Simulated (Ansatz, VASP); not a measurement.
**PtSe2 in VASP and in Ansatz**

```
Pt Se
1.0
     3.72400    0.00000    0.00000
    -1.86200    3.22508    0.00000
     0.00000    0.00000    5.06200
Pt Se
1 2
Direct
  0.00000 0.00000 0.00000
  0.66667 0.33333 0.75000
  0.33333 0.66667 0.25000
```

Alike in both runs: task relaxation of cell and atoms; functional PBEsol; k mesh 8 × 8 × 5; occupations fermi-dirac, width 0.05 eV; no spin polarisation; Hubbard terms Pt d U = 8.0 eV.

|  | VASP | Ansatz |
| --- | --- | --- |
| version | VASP 6.6.1 | Ansatz 0.2.0 |
| potentials or method | VASP PAW PBE potentials, release 64 (Pt, Se) | Ansatz PAW |
| plane-wave cutoff (eV) | 600 | 420 |
| valence electrons in the cell | 22 | 50 |

```tsv
	VASP	Ansatz	Ansatz less VASP
relaxed volume (Å³/atom)	18.71	19.33	+0.623
relaxed cell length with the largest relative difference (Å)	3.694	3.783	+0.0890
```

VASP's potentials were made for PBE, not for PBEsol. The programs project onto different local orbitals, so the same U acts differently, and such runs can settle in different states. VASP's potentials hold 22 valence electrons a cell and Ansatz's 50, so a difference there can come from the potentials and not from the codes.

Neither program's run includes spin-orbit coupling. Noted on Ansatz's run: the plane-wave basis is chosen anew once the cell has moved, so the energies of steps on either side of that aren't comparable.
